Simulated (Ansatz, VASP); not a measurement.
**Sc2GeTe2 in VASP and in Ansatz**

The input INCAR:

```
SYSTEM = Sc2GeTe2
ALGO = Normal
EDIFF = 1E-6
ENCUT = 520
GGA = PE
ISIF = 2
ISMEAR = 0
LASPH = .TRUE.
LCHARG = .TRUE.
LELF = .TRUE.
LREAL = .FALSE.
LVHAR = .TRUE.
LWAVE = .FALSE.
NBANDS = 32
NELM = 100
PREC = Accurate
SIGMA = 0.1
```

KPOINTS

```
k-points
0
G
  6 6 6
  0 0 0
```

POSCAR

```
Sc2GeTe2
1.0
   -2.3722802300      2.3722802300      5.4376543600
    2.3722802300     -2.3722802300      5.4376543600
    2.3722802300      2.3722802300     -5.4376543600
Sc Ge Te
2 1 2
Direct
    0.6292707300      0.6292707300      0.0000000000
    0.3707292700      0.3707292700      0.0000000000
    0.0000000000      0.0000000000      0.0000000000
    0.7500000000      0.2500000000      0.5000000000
    0.2500000000      0.7500000000      0.5000000000
```

Input for Ansatz:

```yaml
crystal:
  lattice:
    - [-2.37228023, 2.37228023, 5.43765436]
    - [2.37228023, -2.37228023, 5.43765436]
    - [2.37228023, 2.37228023, -5.43765436]
  atoms:
    - { symbol: Sc, position: [0.62927073, 0.62927073, 0.0] }
    - { symbol: Sc, position: [0.37072927, 0.37072927, 0.0] }
    - { symbol: Ge, position: [0.0, 0.0, 0.0] }
    - { symbol: Te, position: [0.75, 0.25, 0.5] }
    - { symbol: Te, position: [0.25, 0.75, 0.5] }
basis:
  ecutwfc: 420
kpoints:
  mp_grid: { grid: [6, 6, 6] }
hamiltonian:
  xc: pbe
scf:
  occupations: { method: gaussian, width: 0.1 }
  lower_state_search: "off"
output:
  forces: true
  stress: true
  eigenvalues: true
```

Change from the starting cell: species swapped into the HoSi2Os2 type (I4/mmm, No. 139).

Alike in both runs: task single point; functional PBE; k mesh 6 × 6 × 6; occupations gaussian, width 0.1 eV; no spin polarisation.

|  | VASP | Ansatz |
| --- | --- | --- |
| version | VASP 6.6.1 | Ansatz 0.2.0 |
| potentials or method | VASP PAW PBE potentials, release 64 (Sc_sv, Ge_d, Te), cutoff 520 eV | scalar-relativistic, plane waves, PAW |
| valence electrons in the cell | 48 | 68 |

```csv
,VASP,Ansatz,Ansatz less VASP
gap on the k mesh at the Fermi level (eV),none,none,-
pressure (GPa),13.0,12.9,-0.12
rms of the force components (eV/Å),0.214,0.202,-0.0120
```

Atom by atom the forces differ by 0.012 eV/Å (rms over components). A gap of «none» marks a metal or a gap that the smearing closes. VASP's potentials hold 48 valence electrons a cell and Ansatz's 68, so a difference there can come from the potentials and not from the codes.

Spin-orbit coupling is off throughout.
